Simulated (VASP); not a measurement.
# Sr4LiCl8 (a cell with a defect) in VASP: notebook

Sr4LiCl8 (a cell with a defect) is run at these levels: PBE; tasks: single point, relaxation of the atoms.

Program: VASP 6.6.1. These are calculated values, not measurements. Logs are shortened: lines on timing, memory, paths and dates and some standing lists are left out, and cuts for length are marked.

### 1 The cell of the first run

The cell holds a defect, 13 atoms: a = 6.965 Å, b = 6.965 Å, c = 6.965 Å, α = 90.00°, β = 90.00°, γ = 90.00°.

### 2 Single point, PBE

INCAR reads:

```
SYSTEM = Sr4LiCl8
PREC = Accurate ; ENCUT = 520
EDIFF = 1E-6 ; ISMEAR = -1
SIGMA = 0.02 ; LREAL = .FALSE.
LASPH = .TRUE. ; NELM = 80
ALGO = Normal ; ISIF = 2
LWAVE = .FALSE. ; LCHARG = .TRUE.
GGA = PE ; LELF = .TRUE.
LVHAR = .TRUE. ; NELECT = 98.0
NBANDS = 62
```

KPOINTS reads:

```
Automatic mesh
0
G
  2 2 2
  0 0 0
```

POSCAR reads:

```
Sr4LiCl8
1.0
    6.9650000000      0.0000000000      0.0000000000
    0.0000000000      6.9650000000      0.0000000000
    0.0000000000      0.0000000000      6.9650000000
Sr Cl Li
4 8 1
Direct
   -0.0048155061     -0.0050502513     -0.0135320890
    0.4950284279      0.4952814070     -0.0134884422
    0.4949834889     -0.0050572864      0.5248739411
   -0.0050255564      0.4948162240      0.4901554917
    0.2560235463      0.2344710696      0.2360703518
    0.7455345298      0.7442119167      0.7455900933
    0.7341801866      0.7563516152      0.2356753769
    0.2445725772      0.2452199569      0.7460654702
    0.7453557789      0.2451554917      0.7461705671
    0.2564631730      0.7566882986      0.2353758794
    0.2443128500      0.7441118449      0.7452387653
    0.7339590811      0.2341659727      0.2360654702
    0.4954913137      0.9957666906      0.0894183776
```

Potentials or basis: VASP PAW PBE potentials, release 64 (Sr_sv, Cl, Li_sv).

On the command line:

```sh
$ cat potpaw_PBE.64/Sr_sv/POTCAR potpaw_PBE.64/Cl/POTCAR potpaw_PBE.64/Li_sv/POTCAR > POTCAR
$ mpirun -np 1 vasp_std > vasp.out
```

OUTCAR:

```text
SYSTEM = Sr4LiCl8
   PREC = Accurate
   ENCUT = 520
   EDIFF = 1E-6
   ISMEAR = -1
   LREAL = .FALSE.
   LASPH = .TRUE.
   NELM = 80
   ISIF = 2
   GGA = PE
   NELECT = 98.0

 ion  position               nearest neighbor table
   1  0.995  0.995  0.986-   8 2.98   9 2.98  11 2.98   6 2.98  10 3.01   7 3.01   5 3.02  12 3.02
                            13 3.55  13 3.56   3 4.74   3 4.74   4 4.91   4 4.91   2 4.92   2 4.92
   2  0.495  0.495  0.987-   6 2.98  11 2.98   9 2.98   8 2.98  10 3.01   5 3.02   7 3.02  12 3.02
                            13 3.55  13 3.56   3 4.74   3 4.74   4 4.91   4 4.91   1 4.92   1 4.92
   3  0.495  0.995  0.525-   9 2.91   8 2.91  11 2.91   6 2.91  13 3.03  10 3.10  12 3.10   7 3.10
                             5 3.10   2 4.74   1 4.74   1 4.74   2 4.74   4 4.93   4 4.93   4 4.93
   4  0.995  0.495  0.490-  11 3.03   6 3.03   8 3.04   9 3.04   5 3.12  12 3.12   7 3.12  10 3.13
                             1 4.91   2 4.91   2 4.91   1 4.91   3 4.93   3 4.93   3 4.93   3 4.93
   5  0.256  0.234  0.236-  13 2.57   2 3.02   1 3.02   3 3.10   4 3.12
   6  0.746  0.744  0.746-   3 2.91   2 2.98   1 2.98   4 3.03
   7  0.734  0.756  0.236-  13 2.57   1 3.01   2 3.02   3 3.10   4 3.12
   8  0.245  0.245  0.746-   3 2.91   1 2.98   2 2.98   4 3.04
   9  0.745  0.245  0.746-   3 2.91   1 2.98   2 2.98   4 3.04
  10  0.256  0.757  0.235-  13 2.56   1 3.01   2 3.01   3 3.10   4 3.13
  11  0.244  0.744  0.745-   3 2.91   2 2.98   1 2.98   4 3.03
  12  0.734  0.234  0.236-  13 2.56   2 3.02   1 3.02   3 3.10   4 3.12
  13  0.495  0.996  0.089-  12 2.56  10 2.56   7 2.57   5 2.57   3 3.03   2 3.55   1 3.55   1 3.56
                             2 3.56

  LATTYP: Found a simple cubic cell.
 ALAT       =     6.9650000000

  Lattice vectors:

 A1 = (   6.9650000000,   0.0000000000,   0.0000000000)
 A2 = (   0.0000000000,   6.9650000000,   0.0000000000)
 A3 = (   0.0000000000,   0.0000000000,   6.9650000000)

Analysis of symmetry for initial positions (statically):
=====================================================================
 Subroutine PRICEL returns:
 Original cell was already a primitive cell.

 Routine SETGRP: Setting up the symmetry group for a
 simple cubic supercell.

 Subroutine GETGRP returns: Found  1 space group operations
 (whereof  1 operations were pure point group operations)
 out of a pool of 48 trial point group operations.

The static configuration has the point symmetry C_1 .

Analysis of symmetry for dynamics (positions and initial velocities):
=====================================================================
 Subroutine PRICEL returns:
 Original cell was already a primitive cell.

 Routine SETGRP: Setting up the symmetry group for a
 simple cubic supercell.

 Subroutine GETGRP returns: Found  1 space group operations
 (whereof  1 operations were pure point group operations)
 out of a pool of 48 trial point group operations.

The dynamic configuration has the point symmetry C_1 .

 Subroutine INISYM returns: Found  1 space group operations
 (whereof  1 operations are pure point group operations),
 and found     1 'primitive' translations

----------------------------------------------------------------------------------------

                                     Primitive cell

  volume of cell :     337.8807

  direct lattice vectors                    reciprocal lattice vectors
     6.965000000  0.000000000  0.000000000     0.143575018  0.000000000  0.000000000
     0.000000000  6.965000000  0.000000000     0.000000000  0.143575018  0.000000000
     0.000000000  0.000000000  6.965000000     0.000000000  0.000000000  0.143575018

  length of vectors
     6.965000000  6.965000000  6.965000000     0.143575018  0.143575018  0.143575018

  position of ions in fractional coordinates (direct lattice)
     0.995184494  0.994949749  0.986467911
     0.495028428  0.495281407  0.986511558
     0.494983489  0.994942714  0.524873941
     0.994974444  0.494816224  0.490155492
     0.256023546  0.234471070  0.236070352
     0.745534530  0.744211917  0.745590093
     0.734180187  0.756351615  0.235675377
     0.244572577  0.245219957  0.746065470
     0.745355779  0.245155492  0.746170567
     0.256463173  0.756688299  0.235375879
     0.244312850  0.744111845  0.745238765
     0.733959081  0.234165973  0.236065470
     0.495491314  0.995766691  0.089418378

  ion indices of the primitive-cell ions
   primitive index   ion index
                 1           1
                 2           2
                 3           3
                 4           4
                 5           5
                 6           6
                 7           7
                 8           8
                 9           9
                10          10
                11          11
                12          12
                13          13

----------------------------------------------------------------------------------------

 KPOINTS: Automatic mesh

Automatic generation of k-mesh.
 Grid dimensions read from file:
 generate k-points for:    2    2    2

 Generating k-lattice:

  Cartesian coordinates                     Fractional coordinates (reciprocal lattice)
     0.071787509  0.000000000  0.000000000     0.500000000  0.000000000  0.000000000
     0.000000000  0.071787509  0.000000000     0.000000000  0.500000000  0.000000000
     0.000000000  0.000000000  0.071787509     0.000000000  0.000000000  0.500000000

  Length of vectors
     0.071787509  0.071787509  0.071787509

  Shift w.r.t. Gamma in fractional coordinates (k-lattice)
     0.000000000  0.000000000  0.000000000

 Subroutine IBZKPT returns following result:
 ===========================================

 Found      8 irreducible k-points:

 Following reciprocal coordinates:
            Coordinates               Weight
  0.000000  0.000000  0.000000      1.000000
  0.500000  0.000000  0.000000      1.000000
  0.000000  0.500000  0.000000      1.000000
  0.000000  0.000000  0.500000      1.000000
  0.500000  0.500000  0.000000      1.000000
  0.000000  0.500000  0.500000      1.000000
  0.500000  0.000000  0.500000      1.000000
  0.500000  0.500000  0.500000      1.000000
   k-points           NKPTS =      8   k-points in BZ     NKDIM =      8   number of bands    NBANDS=     62
   number of dos      NEDOS =    301   number of ions     NIONS =     13
   total plane-waves  NPLWV = 157464
   dimension x,y,z NGX =    54 NGY =   54 NGZ =   54
   dimension x,y,z NGXF=   108 NGYF=  108 NGZF=  108
   ions per type =               4   8   1
   NGX,Y,Z   is equivalent  to a cutoff of  12.89, 12.89, 12.89 a.u.
   NGXF,Y,Z  is equivalent  to a cutoff of  25.78, 25.78, 25.78 a.u.
 SYSTEM =  Sr4LiCl8
   PREC   = accura    normal or accurate (medium, high low for compatibility)
   ISTART =      0    job   : 0-new  1-cont  2-samecut
   ICHARG =      2    charge: 1-file 2-atom 10-const
   ISPIN  =      1    spin polarized calculation?
   LNONCOLLINEAR =      F non collinear calculations
   LSORBIT =      F    spin-orbit coupling
   LASPH  =      T    aspherical Exc in radial PAW
   ENCUT  =  520.0 eV  38.22 Ry    6.18 a.u.  12.95 12.95 12.95*2*pi/ulx,y,z
   NELM   =     80;   NELMIN=  2; NELMDL= -5     # of ELM steps
   EDIFF  = 0.1E-05   stopping-criterion for ELM
   LREAL  =      F    real-space projection
   EDIFFG = 0.1E-04   stopping-criterion for IOM
   NSW    =      0    number of steps for IOM
   IBRION =     -1    ionic relax: 0-MD 1-quasi-New 2-CG
   NFREE  =      0    steps in history (QN), initial steepest desc. (CG)
   ISIF   =      2    stress and relaxation
   ISYM   =      2    0-nonsym 1-usesym 2-fastsym
   POTIM  = 0.5000    time-step for ionic-motion
   TEBEG  =    0.0;   TEEND  =   0.0 temperature during run
   PSTRESS=    0.0 pullay stress
   NELECT =      98.0000    total number of electrons
   NUPDOWN=      -1.0000    fix difference up-down
   EMIN   =  10.00;   EMAX   =-10.00  energy-range for DOS
   EFERMI =   0.00;   METHOD = LEGACY
   ISMEAR =    -1;   SIGMA  =   0.02  broadening in eV -4-tet -1-fermi 0-gaus
   EFERMI_NEDOS =   21; number of points for ismear=-14 and -15
   IALGO  =     38    algorithm
   IMIX   =      4    mixing-type and parameters
     AMIX     =   0.40;   BMIX     =  1.00
     AMIX_MAG =   1.60;   BMIX_MAG =  1.00
  volume/ion in A,a.u.               =      25.99       175.39
  Fermi-wavevector in a.u.,A,eV,Ry     =   1.083667  2.047833 15.977778  1.174334
  Thomas-Fermi vector in A             =   2.219738
   LORBIT       =      0    0 simple, 1 ext, 2 COOP (PROOUT), +10 PAW based schemes
   GGA     = PE    functional components
   LHFCALC =     F    Hartree Fock is set to
   AEXX    =    0.0000 exact exchange contribution
   IVDW    =     0    specifies the selected vdW correction
   LEPSILON=     F    determine dielectric tensor
   LRPA    =     F    only Hartree local field effects (RPA)
 non-spin polarized calculation
  energy-cutoff  :      520.00
  volume of cell :      337.88
 maximum number of plane-waves:      9124
 NGX is ok and might be reduce to    54
   NGX = 25   NGY = 25   NGZ = 25

 number of electron      97.9999996 magnetization

 Free energy of the ion-electron system (eV)
  ---------------------------------------------------
  ext. energy  EPLUGINS =         0.00000000
  ---------------------------------------------------
  free energy    TOTEN  =       -56.58551358 eV

  energy without entropy =      -56.58551358  energy(sigma->0) =      -56.58551358

 E-fermi :   1.0252     XC(G=0):  -8.3826

 val. band max:        0.4411894088   @ k =   0.0000   0.0000   0.0000
 cond. band min:       5.1584625490   @ k =   0.0000   0.0000   0.0000
 fundamental gap:      4.7172731401
 Fermi energy:         1.0251526618

 k-point     1 :       0.0000    0.0000    0.0000
  band No.  band energies     occupation
      1     -44.4896      2.00000
      2     -32.6285      2.00000
      3     -32.2188      2.00000
      4     -32.1744      2.00000
      5     -32.1721      2.00000
      6     -14.7678      2.00000
[... 53 lines left out ...]
     60       7.9878      0.00000
     61       8.0972      0.00000

 k-point     2 :       0.5000    0.0000    0.0000
  band No.  band energies     occupation
      1     -44.4896      2.00000
      2     -32.6285      2.00000
      3     -32.2188      2.00000
      4     -32.1733      2.00000
      5     -32.1733      2.00000
      6     -14.7076      2.00000
[... 53 lines left out ...]
     60       7.5206      0.00000
     61       7.6276      0.00000

 k-point     3 :       0.0000    0.5000    0.0000
  band No.  band energies     occupation
      1     -44.4896      2.00000
      2     -32.6285      2.00000
      3     -32.2188      2.00000
      4     -32.1734      2.00000
      5     -32.1732      2.00000
      6     -14.7078      2.00000
[... 309 lines left out ...]
     60       7.7319      0.00000
     61       7.7706      0.00000

 k-point     8 :       0.5000    0.5000    0.5000
  band No.  band energies     occupation
      1     -44.4896      2.00000
      2     -32.6285      2.00000
      3     -32.2188      2.00000
      4     -32.1734      2.00000
      5     -32.1733      2.00000
      6     -14.7266      2.00000
[... 53 lines left out ...]
     60       7.8700      0.00000
     61       7.9599      0.00000
 [bands above 61 left out]

------------------------ aborting loop because EDIFF is reached ----------------------------------------

  FORCE on cell =-STRESS in cart. coord.  units (eV):
  Direction    XX          YY          ZZ          XY          YZ          ZX
  --------------------------------------------------------------------------------------
  -------------------------------------------------------------------------------------
  Total       -2.8309989     -2.8301779     -1.4696352      0.0014182      0.0064642      0.0018395
  in kB      -13.4241538    -13.4202609     -6.9687800      0.0067249      0.0306522      0.0087228
  external PRESSURE =     -11.2710649 kB  Pullay stress =       0.0000000 kB

 VOLUME and BASIS-vectors are now :
 -----------------------------------------------------------------------------
  energy-cutoff  :      520.00
  volume of cell :      337.88
      direct lattice vectors                 reciprocal lattice vectors
     6.965000000  0.000000000  0.000000000     0.143575018  0.000000000  0.000000000
     0.000000000  6.965000000  0.000000000     0.000000000  0.143575018  0.000000000
     0.000000000  0.000000000  6.965000000     0.000000000  0.000000000  0.143575018

 POSITION                                       TOTAL-FORCE (eV/Angst)
 -----------------------------------------------------------------------------------
      6.93146      6.92982      6.87075        -0.000077     -0.000924      0.002286
      3.44787      3.44963      6.87105        -0.000739     -0.000225      0.001899
      3.44756      6.92978      3.65575        -0.000023     -0.001328     -0.011110
      6.93000      3.44640      3.41393         0.000341      0.000404     -0.007752
      1.78320      1.63309      1.64423         0.000581     -0.001104      0.002343
      5.19265      5.18344      5.19303         0.003127     -0.000778      0.001457
      5.11356      5.26799      1.64148         0.000510     -0.001679      0.004361
      1.70345      1.70796      5.19635        -0.003089      0.004971     -0.000028
      5.19140      1.70751      5.19708         0.004963      0.005924     -0.001044
      1.78627      5.27033      1.63939        -0.000462     -0.001635      0.004567
      1.70164      5.18274      5.19059        -0.003194     -0.002169      0.002161
      5.11202      1.63097      1.64420        -0.001077     -0.001651      0.001646
      3.45110      6.93552      0.62280        -0.000861      0.000192     -0.000786
 -----------------------------------------------------------------------------------
    total drift:                                0.000062      0.000075      0.000036

  FREE ENERGIE OF THE ION-ELECTRON SYSTEM (eV)
  ---------------------------------------------------
  free  energy   TOTEN  =       -56.5855135773 eV

  energy  without entropy=      -56.5855135773  energy(sigma->0) =      -56.58551358
```

It took 3 min on 1 thread of Intel Xeon Platinum 8488C (Sapphire Rapids), shared host; peak memory 0.45 GiB.

What came out:

```yaml
Free_energy: -56.5855 eV
Largest_force: 0.011 eV/Å
```

Forces in eV/Å, atoms in the order of the input:
```
Sr   0.000 -0.001  0.002
Sr  -0.001  0.000  0.002
Sr   0.000 -0.001 -0.011
Sr   0.000  0.000 -0.008
Cl   0.001 -0.001  0.002
Cl   0.003 -0.001  0.001
Cl   0.001 -0.002  0.004
Cl  -0.003  0.005  0.000
Cl   0.005  0.006 -0.001
Cl   0.000 -0.002  0.005
Cl  -0.003 -0.002  0.002
Cl  -0.001 -0.002  0.002
Li  -0.001  0.000 -0.001
```

Caveat: the k points lie up to 0.45 Å⁻¹ apart; the cell carries a net charge on a neutralising background, which shifts energy and pressure; the cell is charged against a uniform background, so pressure and absolute levels hang on convention; the cutoff is under 1.25 times the usual one of these potentials, so pressure, stress and relaxed cells hold a basis-set (Pulay) error.

### 3 Relaxation of the atoms, PBE

INCAR reads:

```
  ALGO = Normal
  EDIFF = 1E-7
  EDIFFG = -0.03
  ENCUT = 650
  GGA = PE
  GGA_COMPAT = F
  IBRION = 2
  ISIF = 2
  ISMEAR = -1
  KPAR = 2
  LASPH = T
  LCHARG = F
  LREAL = F
  LWAVE = F
  NCORE = 2
  NELECT = 98.0
  NELM = 120
  NELMIN = 4
  NSW = 80
  PREC = Accurate
  SIGMA = 0.02
```

KPOINTS reads:

```
k-points
0
Gamma
  2 2 2
```

POSCAR reads:

```
Sr4LiCl8
1.0
    6.9650000000      0.0000000000      0.0000000000
    0.0000000000      6.9650000000      0.0000000000
    0.0000000000      0.0000000000      6.9650000000
Sr Cl Li
4 8 1
Direct
    0.0000000000      0.0000000000      0.0000000000
    0.5000000000      0.5000000000      0.0000000000
    0.5000000000      0.0000000000      0.5000000000
    0.0000000000      0.5000000000      0.5000000000
    0.2500000000      0.2500000000      0.2500000000
    0.7500000000      0.7500000000      0.7500000000
    0.7500000000      0.7500000000      0.2500000000
    0.2500000000      0.2500000000      0.7500000000
    0.7500000000      0.2500000000      0.7500000000
    0.2500000000      0.7500000000      0.2500000000
    0.2500000000      0.7500000000      0.7500000000
    0.7500000000      0.2500000000      0.2500000000
    0.4916368000      0.8739739000      0.0103863000
```

Potentials or basis: VASP PAW PBE potentials, release 64 (Sr_sv, Cl, Li_sv).

On the command line:

```sh
$ cat potpaw_PBE.64/Sr_sv/POTCAR potpaw_PBE.64/Cl/POTCAR potpaw_PBE.64/Li_sv/POTCAR > POTCAR
$ mpirun -np 4 vasp_std > vasp.out
```

Run time: 13 min. Hardware: 4 MPI ranks of Intel Xeon Platinum 8259CL at 2.50GHz (Skylake/Cascade Lake), shared host; peak memory 0.39 GiB.

The run converged. Its results:

| Item | Value |
| --- | --- |
| Free energy | -56.5849 eV |
| Energy gained by relaxing | 34.9 meV/atom |
| Ionic steps | 8 |
| Largest force after relaxing | 0.024 eV/Å |

Forces in eV/Å, atoms in the order of the input:
```
Sr   0.002  0.007  0.002
Sr  -0.003  0.012  0.004
Sr  -0.002  0.007 -0.003
Sr   0.000  0.006  0.000
Cl   0.007 -0.013 -0.007
Cl   0.001  0.005 -0.001
Cl  -0.004  0.001  0.003
Cl   0.006 -0.009  0.006
Cl  -0.010 -0.011  0.010
Cl  -0.004 -0.004  0.005
Cl  -0.002  0.002  0.005
Cl  -0.006 -0.009 -0.006
Li   0.014  0.006 -0.018
```

Step by step:
| step | energy change (eV) | largest force (eV/Å) | pressure (GPa) |
| --- | --- | --- | --- |
| 1 | 0.0000 | 1.9037 | -1.29 |
| 2 | -0.2593 | 1.0804 | -1.26 |
| 3 | -0.4083 | 0.2180 | -1.06 |
| 4 | -0.4299 | 0.1743 | -1.04 |
| 5 | -0.4477 | 0.0983 | -1.00 |
| 6 | -0.4503 | 0.0750 | -1.02 |
| 7 | -0.4527 | 0.0313 | -1.08 |
| 8 | -0.4533 | 0.0237 | -1.08 |

Final structure:
```cif
data_structure
_symmetry_space_group_name_H-M 'P 1'
_symmetry_Int_Tables_number 1
_cell_length_a 6.9650
_cell_length_b 6.9650
_cell_length_c 6.9650
_cell_angle_alpha 90.000
_cell_angle_beta 90.000
_cell_angle_gamma 90.000
_cell_volume 337.88
loop_
_atom_site_label
_atom_site_type_symbol
_atom_site_fract_x
_atom_site_fract_y
_atom_site_fract_z
_atom_site_occupancy
Sr1 Sr 0.99836 0.00412 0.99989 1
Sr2 Sr 0.50049 0.46494 0.99940 1
Sr3 Sr 0.50009 0.00412 0.50203 1
Sr4 Sr 0.99994 0.50100 0.50007 1
Cl1 Cl 0.24974 0.24433 0.25030 1
Cl2 Cl 0.73856 0.75452 0.76161 1
Cl3 Cl 0.73766 0.75499 0.23924 1
Cl4 Cl 0.24872 0.24548 0.74909 1
Cl5 Cl 0.75151 0.24593 0.74854 1
Cl6 Cl 0.26008 0.75460 0.24009 1
Cl7 Cl 0.26092 0.75498 0.76250 1
Cl8 Cl 0.75079 0.24531 0.25116 1
Li1 Li 0.49476 0.89966 0.00646 1
```

Levels at points of the mesh, in eV from the Fermi level:
```tsv
k point	band 45	band 46	band 47	band 48	band 49	band 50	band 51	band 52	band 53	band 54
(0.00, 0.00, 0.00)	-0.97	-0.97	-0.73	-0.60	-0.58	4.13	4.72	4.89	5.08	5.55
(0.50, 0.00, 0.00)	-0.97	-0.92	-0.92	-0.80	-0.68	4.96	5.00	5.60	5.68	5.72
(0.00, 0.50, 0.00)	-0.94	-0.94	-0.93	-0.82	-0.67	4.35	5.47	5.61	5.74	5.90
(0.00, 0.00, 0.50)	-0.97	-0.92	-0.92	-0.80	-0.68	4.96	5.00	5.60	5.68	5.72
(0.50, 0.50, 0.00)	-1.59	-0.98	-0.91	-0.89	-0.87	4.66	5.63	5.75	5.78	5.95
(0.00, 0.50, 0.50)	-1.59	-0.98	-0.91	-0.89	-0.87	4.66	5.63	5.75	5.78	5.95
(0.50, 0.00, 0.50)	-1.60	-0.94	-0.90	-0.89	-0.87	5.00	5.63	5.64	5.77	6.00
(0.50, 0.50, 0.50)	-1.75	-1.74	-1.51	-1.51	-1.47	5.09	5.66	5.67	6.18	6.20
```

Caveat: the k points lie up to 0.45 Å⁻¹ apart; the cell carries a net charge on a neutralising background, which shifts energy and pressure; the cell is charged against a uniform background, so pressure and absolute levels hang on convention.
